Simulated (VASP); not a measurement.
Wanted: the native input for a VASP 6.6.1 run.

```
Task                   : single point
Functional             : PBE
Dispersion             : D3(BJ)
Potentials or basis    : VASP PAW PBE potentials, release 64 (Al, Cl, H)
Cutoff                 : 520 eV
k mesh                 : 3 × 2 × 1
Occupations            : gaussian, width 0.15 eV
Spin                   : no spin polarisation
Dipole correction      : no
Further INCAR settings : LREAL = Auto; ALGO = Normal; EDIFF = 1e-07; NBANDS = 47
```

The structure of Al18HCl lies in POSCAR:

```
Al18HCl
1.0
    5.7275650000      0.0000000000      0.0000000000
    4.2956740000      7.4403250000      0.0000000000
    0.0000000000      0.0000000000     15.6765370000
Al Cl H
18 1 1
Direct
    0.1666667000      0.1111111000      0.0637896000
    0.6666667000      0.1111111000      0.0637896000
    0.1666667000      0.4444444000      0.0637896000
    0.6666667000      0.4444444000      0.0637896000
    0.1666667000      0.7777778000      0.0637896000
    0.6666667000      0.7777778000      0.0637896000
   -0.1660827901      0.2216630595      0.2136528882
    0.3334571465      0.2218417030      0.2138315007
   -0.1668516076      0.5557680982      0.2139444257
    0.3333535144      0.5556819860      0.2140056360
   -0.1660741234      0.8883150700      0.2141797796
    0.3334946203      0.8885840989      0.2141126434
   -0.0000770825      0.0006540546      0.3645015855
    0.4997076492      0.0002352012      0.3642426301
   -0.0010102421      0.3336956970      0.3634358764
    0.5005873778      0.3337326987      0.3634711797
   -0.0003332446      0.6675331796      0.3647153104
    0.4995963643      0.6671561127      0.3645948215
    0.3140322414      0.2425110715      0.5897035826
    0.3065767944      0.2594735339      0.5061283019
```

One way to write it, as run:

INCAR

```
SYSTEM = Al18HCl
PREC = Accurate
ENCUT = 520
EDIFF = 1E-7
ISMEAR = 0
SIGMA = 0.15
LREAL = Auto
LASPH = .True.
NELM = 80
ALGO = Normal
ISIF = 2
LWAVE = .False.
LCHARG = .False.
GGA = PE
IVDW = 12
NBANDS = 47
```

KPOINTS

```
regular mesh
0
Gamma
  3 2 1
  0 0 0
```

Potentials or basis: VASP PAW PBE potentials, release 64 (Al, Cl, H).

Launch:

```sh
$ cat potpaw_PBE.64/Al/POTCAR potpaw_PBE.64/Cl/POTCAR potpaw_PBE.64/H/POTCAR > POTCAR
$ mpirun -np 1 vasp_std > vasp.out
```

It gave:

* Largest force: 0.117 eV/Å
* Band gap on the k mesh: zero (filled and empty bands overlap)
* Dispersion energy per atom: -0.213 eV

Caveat: the k points lie up to 0.42 Å⁻¹ apart.

It took 4.4 min on 1 thread of AMD EPYC 7R13 Processor (Zen 3), with other jobs on the host, peak memory 0.69 GiB.
